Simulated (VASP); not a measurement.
# Pt4Au in VASP: a series of runs

Runs on Pt4Au. Level: PBE. Tasks: single point.

Program: VASP 6.6.1. These are calculated values, not measurements. Logs are shortened: lines on timing, memory, paths and dates and some standing lists are left out, and cuts for length are marked.

**1. The cell of the first run**

The cell holds a slab with vacuum, 5 atoms: a = 2.807 Å, b = 2.807 Å, c = 25.876 Å, α = 90.00°, β = 90.00°, γ = 120.00°.

**2. Single point, PBE**

INCAR reads:

```
SYSTEM = Pt4Au
PREC = Accurate
ENCUT = 520
EDIFF = 1E-7
ISMEAR = 0
SIGMA = 0.1
LREAL = .FALSE.
LASPH = .TRUE.
NELM = 80
ALGO = Normal
ISIF = 2
LWAVE = .FALSE.
LCHARG = .TRUE.
LDIPOL = .TRUE.
IDIPOL = 3
DIPOL = 0.5 0.5 0.507
GGA = PE
LELF = .TRUE.
LVHAR = .TRUE.
LVACPOTAV = .TRUE.
NBANDS = 34
```

KPOINTS reads:

```
regular mesh
0
G
  12 12 1
  0 0 0
```

POSCAR reads:

```
Pt4Au
1.0
    2.8072945010      0.0000000000      0.0000000000
   -1.4036472505      2.4311883537      0.0000000000
    0.0000000000      0.0000000000     25.8764390851
Pt Au
4 1
Direct
    0.6666666667      0.3333333333      0.3284841462
    0.3333333333      0.6666666667      0.4170645863
    0.0011054059     -0.0011054059      0.5051047311
    0.6688846398      0.3311153602      0.5941583534
    0.3350441979     -0.3350441979      0.6891987875
```

Potentials or basis: VASP PAW PBE potentials, release 64 (Pt, Au).

The run is started by

```
$ cat potpaw_PBE.64/Pt/POTCAR potpaw_PBE.64/Au/POTCAR > POTCAR
$ mpirun -np 1 vasp_std > vasp.out
```

OUTCAR:

```text
SYSTEM = Pt4Au
   PREC = Accurate
   ENCUT = 520
   EDIFF = 1E-7
   ISMEAR = 0
   LREAL = .FALSE.
   LASPH = .TRUE.
   NELM = 80
   ISIF = 2
   GGA = PE

 ion  position               nearest neighbor table
   1  0.667  0.333  0.328-   2 2.81   2 2.81   2 2.81
   2  0.333  0.667  0.417-   3 2.79   3 2.80   3 2.80   1 2.81   1 2.81   1 2.81
   3  0.001  0.999  0.505-   2 2.79   2 2.80   2 2.80   4 2.81   4 2.82   4 2.82
   4  0.669  0.331  0.594-   3 2.81   3 2.82   3 2.82   5 2.94   5 2.94   5 2.95
   5  0.335  0.665  0.689-   4 2.94   4 2.94   4 2.95

  LATTYP: Found a hexagonal cell.
 ALAT       =     2.8072945010
 C/A-ratio  =     9.2175719633

  Lattice vectors:

 A1 = (   2.8072945010,   0.0000000000,   0.0000000000)
 A2 = (  -1.4036472505,   2.4311883537,   0.0000000000)
 A3 = (   0.0000000000,   0.0000000000,  25.8764390851)

Analysis of symmetry for initial positions (statically):
=====================================================================
 Subroutine PRICEL returns:
 Original cell was already a primitive cell.

 Routine SETGRP: Setting up the symmetry group for a
 hexagonal supercell.

 Subroutine GETGRP returns: Found  2 space group operations
 (whereof  2 operations were pure point group operations)
 out of a pool of 24 trial point group operations.

The static configuration has the point symmetry C_1h.

Analysis of symmetry for dynamics (positions and initial velocities):
=====================================================================
 Subroutine PRICEL returns:
 Original cell was already a primitive cell.

 Routine SETGRP: Setting up the symmetry group for a
 hexagonal supercell.

 Subroutine GETGRP returns: Found  2 space group operations
 (whereof  2 operations were pure point group operations)
 out of a pool of 24 trial point group operations.

The dynamic configuration has the point symmetry C_1h.

 Subroutine INISYM returns: Found  2 space group operations
 (whereof  2 operations are pure point group operations),
 and found     1 'primitive' translations

----------------------------------------------------------------------------------------

                                     Primitive cell

  volume of cell :     176.6083

  direct lattice vectors                    reciprocal lattice vectors
     2.807294501  0.000000000  0.000000000     0.356214854  0.205660742  0.000000000
    -1.403647250  2.431188354  0.000000000     0.000000000  0.411321483  0.000000000
     0.000000000  0.000000000 25.876439085     0.000000000  0.000000000  0.038645194

  length of vectors
     2.807294501  2.807294501 25.876439085     0.411321483  0.411321483  0.038645194

  position of ions in fractional coordinates (direct lattice)
     0.666666667  0.333333333  0.328484146
     0.333333333  0.666666667  0.417064586
     0.001105406  0.998894594  0.505104731
     0.668884640  0.331115360  0.594158353
     0.335044198  0.664955802  0.689198787

  ion indices of the primitive-cell ions
   primitive index   ion index
                 1           1
                 2           2
                 3           3
                 4           4
                 5           5

----------------------------------------------------------------------------------------

 KPOINTS: regular mesh

Automatic generation of k-mesh.
 Grid dimensions read from file:
 generate k-points for:   12   12    1

 Generating k-lattice:

  Cartesian coordinates                     Fractional coordinates (reciprocal lattice)
     0.029684571  0.017138395  0.000000000     0.083333333  0.000000000  0.000000000
     0.000000000  0.034276790  0.000000000     0.000000000  0.083333333  0.000000000
     0.000000000  0.000000000  0.038645194     0.000000000  0.000000000  1.000000000

  Length of vectors
     0.034276790  0.034276790  0.038645194

  Shift w.r.t. Gamma in fractional coordinates (k-lattice)
     0.000000000  0.000000000  0.000000000

 Subroutine IBZKPT returns following result:
 ===========================================

 Found     43 irreducible k-points:

 Following reciprocal coordinates:
            Coordinates               Weight
  0.000000  0.000000  0.000000      1.000000
  0.083333 -0.000000  0.000000      4.000000
 -0.083333  0.083333  0.000000      2.000000
  0.166667 -0.000000  0.000000      4.000000
 -0.166667  0.166667  0.000000      2.000000
  0.250000 -0.000000  0.000000      4.000000
[... 16 lines left out ...]
 -0.083333  0.416667  0.000000      4.000000
 -0.416667  0.333333  0.000000      4.000000
 [... further k-points ...]
   k-points           NKPTS =     43   k-points in BZ     NKDIM =     43   number of bands    NBANDS=     34
   number of dos      NEDOS =    301   number of ions     NIONS =      5
   total plane-waves  NPLWV = 110592
   dimension x,y,z NGX =    24 NGY =   24 NGZ =  192
   dimension x,y,z NGXF=    48 NGYF=   48 NGZF=  384
   ions per type =               4   1
   NGX,Y,Z   is equivalent  to a cutoff of  14.21, 14.21, 12.34 a.u.
   NGXF,Y,Z  is equivalent  to a cutoff of  28.43, 28.43, 24.67 a.u.
 SYSTEM =  Pt4Au
   PREC   = accura    normal or accurate (medium, high low for compatibility)
   ISTART =      0    job   : 0-new  1-cont  2-samecut
   ICHARG =      2    charge: 1-file 2-atom 10-const
   ISPIN  =      1    spin polarized calculation?
   LNONCOLLINEAR =      F non collinear calculations
   LSORBIT =      F    spin-orbit coupling
   LASPH  =      T    aspherical Exc in radial PAW
   ENCUT  =  520.0 eV  38.22 Ry    6.18 a.u.   5.22  5.22 48.11*2*pi/ulx,y,z
   NELM   =     80;   NELMIN=  2; NELMDL= -5     # of ELM steps
   EDIFF  = 0.1E-06   stopping-criterion for ELM
   LREAL  =      F    real-space projection
   EDIFFG = 0.1E-05   stopping-criterion for IOM
   NSW    =      0    number of steps for IOM
   IBRION =     -1    ionic relax: 0-MD 1-quasi-New 2-CG
   NFREE  =      0    steps in history (QN), initial steepest desc. (CG)
   ISIF   =      2    stress and relaxation
   ISYM   =      2    0-nonsym 1-usesym 2-fastsym
   POTIM  = 0.5000    time-step for ionic-motion
   TEBEG  =    0.0;   TEEND  =   0.0 temperature during run
   PSTRESS=    0.0 pullay stress
   NELECT =      51.0000    total number of electrons
   NUPDOWN=      -1.0000    fix difference up-down
   EMIN   =  10.00;   EMAX   =-10.00  energy-range for DOS
   EFERMI =   0.00;   METHOD = LEGACY
   ISMEAR =     0;   SIGMA  =   0.10  broadening in eV -4-tet -1-fermi 0-gaus
   EFERMI_NEDOS =   21; number of points for ismear=-14 and -15
   IALGO  =     38    algorithm
   IMIX   =      4    mixing-type and parameters
     AMIX     =   0.40;   BMIX     =  1.00
     AMIX_MAG =   1.60;   BMIX_MAG =  1.00
  volume/ion in A,a.u.               =      35.32       238.36
  Fermi-wavevector in a.u.,A,eV,Ry     =   1.082085  2.044843 15.931156  1.170907
  Thomas-Fermi vector in A             =   2.218117
   LORBIT       =      0    0 simple, 1 ext, 2 COOP (PROOUT), +10 PAW based schemes
   GGA     = PE    functional components
   LHFCALC =     F    Hartree Fock is set to
   AEXX    =    0.0000 exact exchange contribution
   IVDW    =     0    specifies the selected vdW correction
   LEPSILON=     F    determine dielectric tensor
   LRPA    =     F    only Hartree local field effects (RPA)
 non-spin polarized calculation
 Gauss-broadening in eV      SIGMA  =   0.10
  energy-cutoff  :      520.00
  volume of cell :      176.61
 maximum number of plane-waves:      4800
 NGX is ok and might be reduce to    24
   NGX = 11   NGY = 11   NGZ = 97

 dipolmoment           0.000000      0.000000      0.002844 electrons x Angstroem

 number of electron      50.9999994 magnetization

 dipolmoment           0.000000      0.000000     -0.014052 electrons x Angstroem

 Free energy of the ion-electron system (eV)
  ---------------------------------------------------
  ext. energy  EPLUGINS =         0.00000000
  ---------------------------------------------------
  free energy    TOTEN  =       -26.64118758 eV

  energy without entropy =      -26.59630998  energy(sigma->0) =      -26.61874878

 E-fermi :   1.5470     XC(G=0):  -6.6005

 val. band max:        1.5436629774   @ k =   0.1667  -0.0000   0.0000
 cond. band min:       1.5708848919   @ k =  -0.0833   0.4167   0.0000
 fundamental gap:      0.0272219145
 Fermi energy:         1.5470192201

 k-point     1 :       0.0000    0.0000    0.0000
  band No.  band energies     occupation
      1      -7.8262      2.00000
      2      -6.8813      2.00000
      3      -5.9946      2.00000
      4      -5.3673      2.00000
      5      -5.2117      2.00000
      6      -2.5571      2.00000
[... 26 lines left out ...]
     33       7.1138      0.00000
     34       7.5346      0.00000

 k-point     2 :       0.0833   -0.0000    0.0000
  band No.  band energies     occupation
      1      -7.5907      2.00000
      2      -6.6510      2.00000
      3      -5.7603      2.00000
      4      -5.1426      2.00000
      5      -4.9885      2.00000
      6      -2.6135      2.00000
[... 26 lines left out ...]
     33       7.2892      0.00000
     34       7.6641      0.00000

 k-point     3 :      -0.0833    0.0833    0.0000
  band No.  band energies     occupation
      1      -7.5907      2.00000
      2      -6.6510      2.00000
      3      -5.7602      2.00000
      4      -5.1424      2.00000
      5      -4.9884      2.00000
      6      -2.6138      2.00000
[... 26 lines left out ...]
     33       7.2892      0.00000
     34       7.6640      0.00000
[... 704 lines left out ...]
 k-point    23 :      -0.0833    0.4167    0.0000
  band No.  band energies     occupation
      1      -4.9536      2.00000
      2      -4.5647      2.00000
      3      -4.4486      2.00000
      4      -4.1637      2.00000
      5      -4.0898      2.00000
      6      -3.7053      2.00000
[... 26 lines left out ...]
     33       9.2769      0.00000
     34       9.6529      0.00000

 k-point    24 :      -0.4167    0.3333    0.0000
  band No.  band energies     occupation
      1      -4.9499      2.00000
      2      -4.5677      2.00000
      3      -4.4486      2.00000
      4      -4.1631      2.00000
      5      -4.0900      2.00000
      6      -3.7042      2.00000
[... 26 lines left out ...]
     33       9.2770      0.00000
     34       9.6544      0.00000

 [... further k-points ...]
[... 5 lines left out ...]
  --------------------------------------------------------------------------------------
  -------------------------------------------------------------------------------------
  Total       -2.8314523     -2.8353041      0.0712028     -0.0033358      0.0027321     -0.0047322
  in kB      -25.6867247    -25.7216686      0.6459461     -0.0302623      0.0247857     -0.0429300
  external PRESSURE =     -16.9208158 kB  Pullay stress =       0.0000000 kB

 VOLUME and BASIS-vectors are now :
 -----------------------------------------------------------------------------
  energy-cutoff  :      520.00
  volume of cell :      176.61
      direct lattice vectors                 reciprocal lattice vectors
     2.807294501  0.000000000  0.000000000     0.356214854  0.205660742  0.000000000
    -1.403647250  2.431188354  0.000000000     0.000000000  0.411321483  0.000000000
     0.000000000  0.000000000 25.876439085     0.000000000  0.000000000  0.038645194

 POSITION                                       TOTAL-FORCE (eV/Angst)
 -----------------------------------------------------------------------------------
      1.40365      0.81040      8.50000        -0.002284      0.001319     -0.084902
     -0.00000      1.62079     10.79215         0.005096     -0.002942      0.099682
     -1.39899      2.42850     13.07031        -0.000118      0.000068     -0.005219
      1.41299      0.80500     15.37470        -0.003885      0.002243     -0.007411
      0.00720      1.61663     17.83401         0.001191     -0.000688     -0.002150
 -----------------------------------------------------------------------------------
    total drift:                                0.000150     -0.000087      0.000035

  FREE ENERGIE OF THE ION-ELECTRON SYSTEM (eV)
  ---------------------------------------------------
  free  energy   TOTEN  =       -26.6411875784 eV

  energy  without entropy=      -26.5963099766  energy(sigma->0) =      -26.61874878

 vacuum level on the upper side and lower side of the slab         6.891         7.264
```

Run time: 9.8 min. Hardware: 1 thread of AMD EPYC 9R14 (Zen 4), shared host; peak memory 0.41 GiB.

What came out:

```
Free energy   : -26.6412 eV
Largest force : 0.100 eV/Å
```

Forces in eV/Å, atoms in the order of the input:
```
Pt  -0.002  0.001 -0.085
Pt   0.005 -0.003  0.100
Pt   0.000  0.000 -0.005
Pt  -0.004  0.002 -0.007
Au   0.001 -0.001 -0.002
```

Caveat: spin-orbit coupling is left out, which moves the levels of the heavy elements.

**3. Single point, PBE**

INCAR reads:

```
SYSTEM = Pt4Au
PREC = Accurate ; ENCUT = 520
EDIFF = 1E-6 ; ISMEAR = 0
SIGMA = 0.1 ; LREAL = .FALSE.
LASPH = .TRUE. ; NELM = 100
ALGO = Normal ; ISIF = 2
LWAVE = .FALSE. ; LCHARG = .FALSE.
LDIPOL = .TRUE. ; IDIPOL = 3
DIPOL = 0.5 0.5 0.509 ; GGA = PE
NBANDS = 34
```

KPOINTS reads:

```
Automatic mesh
0
G
  12 12 1
  0 0 0
```

POSCAR reads:

```
Pt4Au
1.0
    2.8072945010      0.0000000000      0.0000000000
   -1.4036472505      2.4311883537      0.0000000000
    0.0000000000      0.0000000000     25.8764390851
Pt Au
4 1
Direct
    0.6666666667      0.3333333333      0.3284841462
    0.3333333333      0.6666666667      0.4170645863
    0.0000000000      0.0000000000      0.5049201573
    0.6666666667      0.3333333333      0.5940430973
    0.6666666667      0.3333333333      0.7021753589
```

Potentials or basis: VASP PAW PBE potentials, release 64 (Pt, Au).

The run is started by

```
$ cat potpaw_PBE.64/Pt/POTCAR potpaw_PBE.64/Au/POTCAR > POTCAR
$ mpirun -np 1 vasp_std > vasp.out
```

OUTCAR:

```text
SYSTEM = Pt4Au
   PREC = Accurate
   ENCUT = 520
   EDIFF = 1E-6
   ISMEAR = 0
   LREAL = .FALSE.
   LASPH = .TRUE.
   NELM = 100
   ISIF = 2
   GGA = PE

 ion  position               nearest neighbor table
   1  0.667  0.333  0.328-   2 2.81   2 2.81   2 2.81
   2  0.333  0.667  0.417-   3 2.79   3 2.79   3 2.79   1 2.81   1 2.81   1 2.81
   3  0.000  0.000  0.505-   2 2.79   2 2.79   2 2.79   4 2.82   4 2.82   4 2.82
   4  0.667  0.333  0.594-   5 2.80   3 2.82   3 2.82   3 2.82
   5  0.667  0.333  0.702-   4 2.80

  LATTYP: Found a hexagonal cell.
 ALAT       =     2.8072945010
 C/A-ratio  =     9.2175719633

  Lattice vectors:

 A1 = (   2.8072945010,   0.0000000000,   0.0000000000)
 A2 = (  -1.4036472505,   2.4311883537,   0.0000000000)
 A3 = (   0.0000000000,   0.0000000000,  25.8764390851)

Analysis of symmetry for initial positions (statically):
=====================================================================
 Subroutine PRICEL returns:
 Original cell was already a primitive cell.

 Routine SETGRP: Setting up the symmetry group for a
 hexagonal supercell.

[... 175 lines left out ...]
 fundamental gap:      0.0266959754
 Fermi energy:         1.5871353334

 k-point     1 :       0.0000    0.0000    0.0000
  band No.  band energies     occupation
      1      -7.7145      2.00000
      2      -6.5382      2.00000
      3      -5.8213      2.00000
      4      -5.1947      2.00000
      5      -5.1442      2.00000
      6      -2.9934      2.00000
[... 692 lines left out ...]
     33       8.7416      0.00000
     34       8.8838      0.00000

------------------------ aborting loop because EDIFF is reached ----------------------------------------

 vacuum level on the upper side and lower side of the slab       (xc-potential included)        -0.542         0.057

  FORCE on cell =-STRESS in cart. coord.  units (eV):
  Direction    XX          YY          ZZ          XY          YZ          ZX
  --------------------------------------------------------------------------------------
  -------------------------------------------------------------------------------------
  Total       -4.0295169     -4.0295169     -0.0143741      0.0000000      0.0000000     -0.0000000
  in kB      -36.5554785    -36.5554785     -0.1304004      0.0000000      0.0000000     -0.0000000
  external PRESSURE =     -24.4137858 kB  Pullay stress =       0.0000000 kB

 VOLUME and BASIS-vectors are now :
 -----------------------------------------------------------------------------
  energy-cutoff  :      520.00
  volume of cell :      176.61
      direct lattice vectors                 reciprocal lattice vectors
     2.807294501  0.000000000  0.000000000     0.356214854  0.205660742  0.000000000
    -1.403647250  2.431188354  0.000000000     0.000000000  0.411321483  0.000000000
     0.000000000  0.000000000 25.876439085     0.000000000  0.000000000  0.038645194

 POSITION                                       TOTAL-FORCE (eV/Angst)
 -----------------------------------------------------------------------------------
      1.40365      0.81040      8.50000         0.000000      0.000000     -0.058742
     -0.00000      1.62079     10.79215        -0.000000      0.000000      0.073410
      0.00000      0.00000     13.06554        -0.000000      0.000000     -0.003556
      1.40365      0.81040     15.37172        -0.000000     -0.000000     -0.002711
      1.40365      0.81040     18.16980         0.000000     -0.000000     -0.008401
 -----------------------------------------------------------------------------------
    total drift:                               -0.000000      0.000000      0.000261

  FREE ENERGIE OF THE ION-ELECTRON SYSTEM (eV)
  ---------------------------------------------------
  free  energy   TOTEN  =       -26.4691322799 eV

  energy  without entropy=      -26.4245275888  energy(sigma->0) =      -26.44682993

 vacuum level on the upper side and lower side of the slab         6.513         7.128
```

It took 3.4 min on 1 thread of Intel Xeon 6975P-C (Granite Rapids), shared host; peak memory 0.36 GiB.

Results:

```
Free energy   : -26.4691 eV
Largest force : 0.073 eV/Å
```

Forces in eV/Å, atoms in the order of the input:
```
Pt   0.000  0.000 -0.059
Pt   0.000  0.000  0.073
Pt   0.000  0.000 -0.004
Pt   0.000  0.000 -0.003
Au   0.000  0.000 -0.008
```

Levels at points of the mesh, in eV from the Fermi level:
| k point | band 23 | band 24 | band 25 | band 26 | band 27 | band 28 |
| --- | --- | --- | --- | --- | --- | --- |
| (0.00, 0.00, 0.00) | -1.50 | -1.18 | -1.18 | -0.52 | -0.52 | -0.46 |
| (0.50, 0.00, 0.00) | 0.25 | 0.44 | 0.55 | 0.79 | 1.72 | 2.65 |

Caveat: spin-orbit coupling is left out, which moves the levels of the heavy elements.
